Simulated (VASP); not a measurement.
Wanted: the native input for a VASP 6.6.1 run.

- Task: single point
- Functional: r2SCAN
- Potentials or basis: VASP PAW PBE potentials, release 64 (Ti_sv, O)
- Cutoff: 520 eV
- k mesh: 6 × 6 × 6
- Occupations: fermi-dirac, width 0.1 eV
- Spin: no spin polarisation
- Dipole correction: no
- Further INCAR settings: ALGO = Normal; EDIFF = 1e-06; NBANDS = 36

The system is TiO.

```
Ti O
1.0
     4.08667    0.00000    0.00000
     0.00000    4.08667    0.00000
     0.00000    0.00000    4.08667
Ti O
3 3
Cartesian
  2.0433 0.0000 2.0433
  0.0000 2.0433 2.0433
  2.0433 2.0433 0.0000
  0.0000 0.0000 2.0433
  2.0433 0.0000 0.0000
  0.0000 2.0433 0.0000
```

The input as run:

POSCAR

```
TiO
1.0
    4.0866680000      0.0000000000      0.0000000000
    0.0000000000      4.0866680000      0.0000000000
    0.0000000000      0.0000000000      4.0866680000
Ti O
3 3
Direct
    0.5000000000      0.0000000000      0.5000000000
    0.0000000000      0.5000000000      0.5000000000
    0.5000000000      0.5000000000      0.0000000000
    0.0000000000      0.0000000000      0.5000000000
    0.5000000000      0.0000000000      0.0000000000
    0.0000000000      0.5000000000      0.0000000000
```

INCAR.step1

```
SYSTEM = TiO
PREC     = Accurate       ! precision mode
ENCUT    = 520            ! plane-wave cutoff, eV
ISMEAR   = -1             ! smearing method
SIGMA    = 0.1            ! smearing width, eV
LREAL    = .False.        ! projectors in reciprocal space
LASPH    = .True.         ! aspherical terms in the spheres
NELM     = 100            ! most SCF steps
NBANDS   = 36             ! bands
GGA      = PE             ! functional
ALGO     = Normal         ! electronic algorithm
EDIFF    = 1E-4           ! SCF threshold, eV
LWAVE    = .True.         ! write WAVECAR
LCHARG   = .False.        ! write CHGCAR
```

INCAR.step2

```
SYSTEM = TiO
PREC     = Accurate       ! precision mode
ENCUT    = 520            ! plane-wave cutoff, eV
EDIFF    = 1E-6           ! SCF threshold, eV
ISMEAR   = -1             ! smearing method
SIGMA    = 0.1            ! smearing width, eV
LREAL    = .False.        ! projectors in reciprocal space
LASPH    = .True.         ! aspherical terms in the spheres
NELM     = 100            ! most SCF steps
ALGO     = Normal         ! electronic algorithm
ISIF     = 2              ! what is computed and relaxed
LWAVE    = .False.        ! write WAVECAR
LCHARG   = .False.        ! write CHGCAR
METAGGA  = R2SCAN         ! meta-GGA
LMIXTAU  = .True.       
NBANDS   = 36             ! bands
ISTART   = 1
```

KPOINTS

```
Automatic mesh
0
Gamma
  6 6 6
  0 0 0
```

Potentials or basis: VASP PAW PBE potentials, release 64 (Ti_sv, O).

Command:

```bash
$ cat potpaw_PBE.64/Ti_sv/POTCAR potpaw_PBE.64/O/POTCAR > POTCAR
$ cp INCAR.step1 INCAR
$ mpirun -np 1 vasp_std > vasp.out
$ cp INCAR.step2 INCAR
$ mpirun -np 1 vasp_std > vasp.out
```

It gave:

```
Pressure               : -3.5 GPa
Band gap on the k mesh : zero (band 27 reaches 8.50 eV, above the bottom of band 28 at 6.63 eV)
```

Caveat: the PAW data sets were made with another functional, which shifts forces and pressure a little; semilocal functionals often make such compounds metallic where correlation or magnetic order opens a gap, which also shifts bond lengths.

It took 3.4 min on 1 thread of Intel(R) Xeon(R) Platinum 8259CL CPU @ 2.50GHz (Skylake/Cascade Lake), on a shared host, peak memory 0.19 GiB.
